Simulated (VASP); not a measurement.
# Mg (P6_3/mmc) in VASP: vibrations by perturbation theory with LDA

Aim: the vibrations by perturbation theory of Mg with LDA.

Program: VASP 6.6.1. These are calculated values, not measurements. Logs are shortened: lines on timing, memory, paths and dates and some standing lists are left out, and cuts for length are marked.

### Step 1. The cell of the first run

It takes space group P6_3/mmc (No. 194, hexagonal). The conventional cell has a = 3.147 Å, b = 3.147 Å, c = 5.049 Å, α = 90.00°, β = 90.00°, γ = 120.00°. Mg (site symmetry -6m2) has 12 Mg at 3.11 to 3.15 Å within 4.1 Å.

### Step 2. Vibrations by perturbation theory, LDA

Contents of INCAR:

```
SYSTEM = Mg
PREC = Accurate
ENCUT = 520
EDIFF = 1E-8
ISMEAR = -1
SIGMA = 0.15
LREAL = .False.
LASPH = .True.
NELM = 60
ALGO = Normal
ISIF = 2
LWAVE = .False.
LCHARG = .True.
NBANDS = 9
IBRION = 8
NSW = 1
```

Contents of KPOINTS:

```
regular mesh
0
Gamma
  12 12 8
  0 0 0
```

Contents of POSCAR:

```
Mg
1.0
    3.1465162281      0.0000000000      0.0000000000
   -1.5732581140      2.7249629869      0.0000000000
    0.0000000000      0.0000000000      5.0492109253
Mg
2
Direct
    0.3333333333      0.6666666667      0.2500000000
    0.6666666667      0.3333333333      0.7500000000
```

Potentials or basis: VASP PAW LDA potentials, release 64 (Mg).

The run is started by

```console
> cat potpaw_LDA.64/Mg/POTCAR > POTCAR
> mpirun -np 1 vasp_std > vasp.out
```

OUTCAR:

```text
SYSTEM = Mg
   PREC = Accurate
   ENCUT = 520
   EDIFF = 1E-8
   ISMEAR = -1
   LREAL = .False.
   LASPH = .True.
   NELM = 60
   ISIF = 2
   IBRION = 8
   NSW = 1

 ion  position               nearest neighbor table
   1  0.333  0.667  0.250-   2 3.11   2 3.11   2 3.11   2 3.11   2 3.11   2 3.11
   2  0.667  0.333  0.750-   1 3.11   1 3.11   1 3.11   1 3.11   1 3.11   1 3.11

  LATTYP: Found a hexagonal cell.
 ALAT       =     3.1465162281
 C/A-ratio  =     1.6046988349

  Lattice vectors:

 A1 = (   3.1465162281,   0.0000000000,   0.0000000000)
 A2 = (  -1.5732581140,   2.7249629869,   0.0000000000)
 A3 = (   0.0000000000,   0.0000000000,   5.0492109253)

Analysis of symmetry for initial positions (statically):
=====================================================================
 Subroutine PRICEL returns:
 Original cell was already a primitive cell.

 Routine SETGRP: Setting up the symmetry group for a
 hexagonal supercell.

 Subroutine GETGRP returns: Found 24 space group operations
 (whereof 12 operations were pure point group operations)
 out of a pool of 24 trial point group operations.

The static configuration has the point symmetry D_3d.
 The point group associated with its full space group is D_6h.

Analysis of symmetry for dynamics (positions and initial velocities):
=====================================================================
 Subroutine PRICEL returns:
 Original cell was already a primitive cell.

 Routine SETGRP: Setting up the symmetry group for a
 hexagonal supercell.

 Subroutine GETGRP returns: Found 24 space group operations
 (whereof 12 operations were pure point group operations)
 out of a pool of 24 trial point group operations.

The dynamic configuration has the point symmetry D_3d.
 The point group associated with its full space group is D_6h.

 Subroutine INISYM returns: Found 24 space group operations
 (whereof 12 operations are pure point group operations),
 and found     1 'primitive' translations

----------------------------------------------------------------------------------------

                                     Primitive cell

  volume of cell :      43.2926

  direct lattice vectors                    reciprocal lattice vectors
     3.146516228  0.000000000  0.000000000     0.317811804  0.183488731  0.000000000
    -1.573258114  2.724962987  0.000000000     0.000000000  0.366977462  0.000000000
     0.000000000  0.000000000  5.049210925     0.000000000  0.000000000  0.198050748

  length of vectors
     3.146516228  3.146516228  5.049210925     0.366977462  0.366977462  0.198050748

  position of ions in fractional coordinates (direct lattice)
     0.333333333  0.666666667  0.250000000
     0.666666667  0.333333333  0.750000000

  ion indices of the primitive-cell ions
   primitive index   ion index
                 1           1
                 2           2

----------------------------------------------------------------------------------------

 KPOINTS: regular mesh

Automatic generation of k-mesh.
 Grid dimensions read from file:
 generate k-points for:   12   12    8

 Generating k-lattice:

  Cartesian coordinates                     Fractional coordinates (reciprocal lattice)
     0.026484317  0.015290728  0.000000000     0.083333333  0.000000000  0.000000000
     0.000000000  0.030581455  0.000000000     0.000000000  0.083333333  0.000000000
     0.000000000  0.000000000  0.024756343     0.000000000  0.000000000  0.125000000

  Length of vectors
     0.030581455  0.030581455  0.024756343

  Shift w.r.t. Gamma in fractional coordinates (k-lattice)
     0.000000000  0.000000000  0.000000000

 Subroutine IBZKPT returns following result:
 ===========================================

 Found     95 irreducible k-points:

 Following reciprocal coordinates:
            Coordinates               Weight
  0.000000  0.000000  0.000000      1.000000
  0.083333  0.000000  0.000000      6.000000
  0.166667  0.000000  0.000000      6.000000
  0.250000  0.000000  0.000000      6.000000
  0.333333  0.000000  0.000000      6.000000
  0.416667  0.000000  0.000000      6.000000
[... 16 lines left out ...]
  0.250000  0.000000  0.125000     12.000000
  0.333333  0.000000  0.125000     12.000000
 [... further k-points ...]
   k-points           NKPTS =     95   k-points in BZ     NKDIM =     95   number of bands    NBANDS=      9
[... 19 lines left out ...]
   EDIFFG = 0.1E-06   stopping-criterion for IOM
   NSW    =      1    number of steps for IOM
   IBRION =      8    ionic relax: 0-MD 1-quasi-New 2-CG
   NFREE  =      0    steps in history (QN), initial steepest desc. (CG)
   ISIF   =      2    stress and relaxation
   ISYM   =      2    0-nonsym 1-usesym 2-fastsym
   POTIM  = 0.5000    time-step for ionic-motion
   TEBEG  =    0.0;   TEEND  =   0.0 temperature during run
   PSTRESS=    0.0 pullay stress
   NELECT =       4.0000    total number of electrons
   NUPDOWN=      -1.0000    fix difference up-down
   EMIN   =  10.00;   EMAX   =-10.00  energy-range for DOS
   EFERMI =   0.00;   METHOD = LEGACY
   ISMEAR =    -1;   SIGMA  =   0.15  broadening in eV -4-tet -1-fermi 0-gaus
   EFERMI_NEDOS =   21; number of points for ismear=-14 and -15
   IALGO  =     38    algorithm
   IMIX   =      4    mixing-type and parameters
     AMIX     =   0.40;   BMIX     =  1.00
     AMIX_MAG =   1.60;   BMIX_MAG =  1.00
  volume/ion in A,a.u.               =      21.65       146.08
  Fermi-wavevector in a.u.,A,eV,Ry     =   0.740100  1.398585  7.452555  0.547747
  Thomas-Fermi vector in A             =   1.834421
   LORBIT       =      0    0 simple, 1 ext, 2 COOP (PROOUT), +10 PAW based schemes
   GGA     = CA    functional components
   LHFCALC =     F    Hartree Fock is set to
   AEXX    =    0.0000 exact exchange contribution
   IVDW    =     0    specifies the selected vdW correction
   LEPSILON=     F    determine dielectric tensor
   LRPA    =     F    only Hartree local field effects (RPA)
 non-spin polarized calculation
  energy-cutoff  :      520.00
  volume of cell :       43.29
 maximum number of plane-waves:      1194
 NGX is ok and might be reduce to    24
   NGX = 11   NGY = 11   NGZ = 19

--------------------------------------- Ionic step        1  -------------------------------------------

 number of electron       4.0000000 magnetization

 Free energy of the ion-electron system (eV)
  ---------------------------------------------------
  ext. energy  EPLUGINS =         0.00000000
  ---------------------------------------------------
  free energy    TOTEN  =        -3.64900577 eV

  energy without entropy =       -3.58924432  energy(sigma->0) =       -3.61912505

 E-fermi :   2.7577     XC(G=0):  -8.8710

 val. band max:        2.7563989717   @ k =   0.2500   0.0833   0.0000
 cond. band min:       2.8009608750   @ k =   0.2500   0.0000   0.0000
 fundamental gap:      0.0445619034
 Fermi energy:         2.7577483166

 k-point     1 :       0.0000    0.0000    0.0000
  band No.  band energies     occupation
      1      -4.3945      2.00000
      2       1.0969      1.99997
      3       1.6193      1.99899
      4      13.8929      0.00000
      5      13.8929      0.00000
      6      14.0276      0.00000
      7      14.0276      0.00000
      8      15.0025      0.00000
      9      16.5780      0.00000
[... 265 lines left out ...]
 k-point    24 :       0.3333    0.0000    0.1250
  band No.  band energies     occupation
      1      -2.0767      2.00000
      2       2.0993      1.97550
      3       4.1625      0.00017
      4       5.2766      0.00000
      5       8.3299      0.00000
      6      10.3185      0.00000
      7      10.4535      0.00000
      8      12.4432      0.00000
      9      13.9603      0.00000

 [... further k-points ...]
[... 5 lines left out ...]
  --------------------------------------------------------------------------------------
  -------------------------------------------------------------------------------------
  Total       -0.0867769     -0.0867769     -0.0868100     -0.0000000      0.0000000      0.0000000
  in kB       -3.2114444     -3.2114444     -3.2126693     -0.0000000      0.0000000      0.0000000
  external PRESSURE =      -3.2118527 kB  Pullay stress =       0.0000000 kB

 VOLUME and BASIS-vectors are now :
 -----------------------------------------------------------------------------
  energy-cutoff  :      520.00
  volume of cell :       43.29
      direct lattice vectors                 reciprocal lattice vectors
     3.146516228  0.000000000  0.000000000     0.317811804  0.183488731  0.000000000
    -1.573258114  2.724962987  0.000000000     0.000000000  0.366977462  0.000000000
     0.000000000  0.000000000  5.049210925     0.000000000  0.000000000  0.198050748

 POSITION                                       TOTAL-FORCE (eV/Angst)
 -----------------------------------------------------------------------------------
     -0.00000      1.81664      1.26230        -0.000000      0.000000      0.000000
      1.57326      0.90832      3.78691         0.000000     -0.000000      0.000000
 -----------------------------------------------------------------------------------
    total drift:                               -0.000000      0.000000     -0.000000

  FREE ENERGIE OF THE ION-ELECTRON SYSTEM (eV)
  ---------------------------------------------------
  free  energy   TOTEN  =        -3.6490057668 eV

  energy  without entropy=       -3.5892443243  energy(sigma->0) =       -3.61912505

[... ionic steps 2 to 3 ...]

--------------------------------------- Ionic step        4  -------------------------------------------

------------------------ aborting loop because EDIFF is reached ----------------------------------------

[... ionic steps 5 to 5 ...]

--------------------------------------- Ionic step        6  -------------------------------------------

 Free energy of the ion-electron system (eV)
  ---------------------------------------------------
  ---------------------------------------------------
  free energy    TOTEN  =        -0.00413800 eV

  energy without entropy =       -0.00413800

------------------------ aborting loop because EDIFF is reached ----------------------------------------

 INTERNAL STRAIN TENSOR  FOR ION    1  DIRECTION 3   (eV/Angst):
 -----------------------------------------------------------------------------
     0.00263 -0.00000  0.00000
    -0.00000  0.00263  0.00000
    -0.00000 -0.00000 -0.00654

 INTERNAL STRAIN TENSOR FOR ION    2 for displacements in x,y,z  (eV/Angst):
          X           Y           Z          XY          YZ          ZX
  --------------------------------------------------------------------------------
  x     0.00000    -0.00000     0.00000     0.93027     0.00000     0.00000
  y     0.93027    -0.93027     0.00000    -0.00000     0.00000     0.00000
  z    -0.00000     0.00000     0.00000    -0.00000    -0.00000    -0.00000

 SECOND DERIVATIVES (NOT SYMMETRIZED)
 ------------------------------------
               1X          1Y          1Z          2X          2Y          2Z
  1X    -0.781021   -0.000000    0.000000    0.781021    0.000000    0.000000
  1Y    -0.000000   -0.781021    0.000000    0.000000    0.781021    0.000000
  1Z    -0.000000    0.000000   -3.069189    0.000000    0.000000    3.069189
  2X     0.781021    0.000000    0.000000   -0.781021   -0.000000    0.000000
  2Y     0.000000    0.781021    0.000000   -0.000000   -0.781021    0.000000
  2Z     0.000000    0.000000    3.069189   -0.000000    0.000000   -3.069189

 Eigenvectors and eigenvalues of the dynamical matrix
 ----------------------------------------------------

   1 f  =    7.856511 THz    49.363918 2PiTHz  262.065015 cm-1    32.491906 meV
             X         Y         Z           dx          dy          dz
     -0.000000  1.816642  1.262303    -0.000000    0.000000   -0.707107
      1.573258  0.908321  3.786908     0.000000    0.000000    0.707107
[... 11 lines left out ...]
   4 f  =    0.000000 THz     0.000000 2PiTHz    0.000000 cm-1     0.000000 meV
             X         Y         Z           dx          dy          dz
     -0.000000  1.816642  1.262303     0.000000    0.000000    0.707107
      1.573258  0.908321  3.786908    -0.000000    0.000000    0.707107

   5 f/i=    0.000000 THz     0.000000 2PiTHz    0.000002 cm-1     0.000000 meV
             X         Y         Z           dx          dy          dz
     -0.000000  1.816642  1.262303    -0.696588   -0.121514   -0.000000
      1.573258  0.908321  3.786908    -0.696588   -0.121514    0.000000

   6 f/i=    0.000000 THz     0.000000 2PiTHz    0.000002 cm-1     0.000000 meV
             X         Y         Z           dx          dy          dz
     -0.000000  1.816642  1.262303    -0.121514    0.696588   -0.000000
      1.573258  0.908321  3.786908    -0.121514    0.696588    0.000000

--------------------------------------------------------------------------------------------------------

 ELASTIC MODULI CONTR FROM IONIC RELAXATION (kBar)
 Direction    XX          YY          ZZ          XY          YZ          ZX
 --------------------------------------------------------------------------------
 XX         -41.0065     41.0065     -0.0000     -0.0000     -0.0000     -0.0000
 YY          41.0065    -41.0065      0.0000     -0.0000      0.0000      0.0000
 ZZ          -0.0000      0.0000     -0.0000     -0.0000     -0.0000     -0.0000
 XY          -0.0000     -0.0000     -0.0000    -41.0065      0.0000      0.0000
 YZ          -0.0000      0.0000     -0.0000      0.0000     -0.0000     -0.0000
 ZX          -0.0000      0.0000     -0.0000      0.0000     -0.0000     -0.0000
 --------------------------------------------------------------------------------
```

It took 2 min on 1 thread of Intel Xeon Platinum 8259CL at 2.50GHz (Skylake/Cascade Lake), shared host; peak memory 0.39 GiB.

Results:

```yaml
Highest_phonon_frequency_at_Γ: 262 cm⁻¹
```

Phonon frequencies in cm⁻¹ (negative: imaginary):
| q point | frequencies |
| --- | --- |
| (0.000, 0.000, 0.000) | 0 0 0 132 132 262 |
